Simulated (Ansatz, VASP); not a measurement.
ZrB: VASP beside Ansatz

```
Zr B
1.0
     0.00000    2.30940    2.30940
     2.30940    0.00000    2.30940
     2.30940    2.30940    0.00000
Zr B
1 1
Direct
  0.00000 0.00000 0.00000
  0.50000 0.50000 0.50000
```

Alike in both runs: task single point; functional r2SCAN; k mesh 10 × 10 × 10; occupations gaussian, width 0.025 eV; collinear spin.

|  | VASP | Ansatz |
| --- | --- | --- |
| version | VASP 6.6.1 | Ansatz 0.2.0 |
| potentials or method | VASP PAW PBE potentials, release 64 (Zr_sv, B) | JTH PAW |
| plane-wave cutoff (eV) | 520 | 990 |
| valence electrons in the cell | 15 | 15 |

```tsv
	VASP	Ansatz	Ansatz less VASP
gap on the k mesh at the Fermi level (eV)	none	none	-
net moment per atom (μB)	0.00	0.03	+0.033
```

VASP's potentials were made for PBE, not for r2SCAN. A gap of «none» marks a metal or a gap that the smearing closes. The functional is the same, so the differences come from potentials, cutoffs and numerics.

Noted on Ansatz's run: the magnetic or orbital state may not be the lowest.
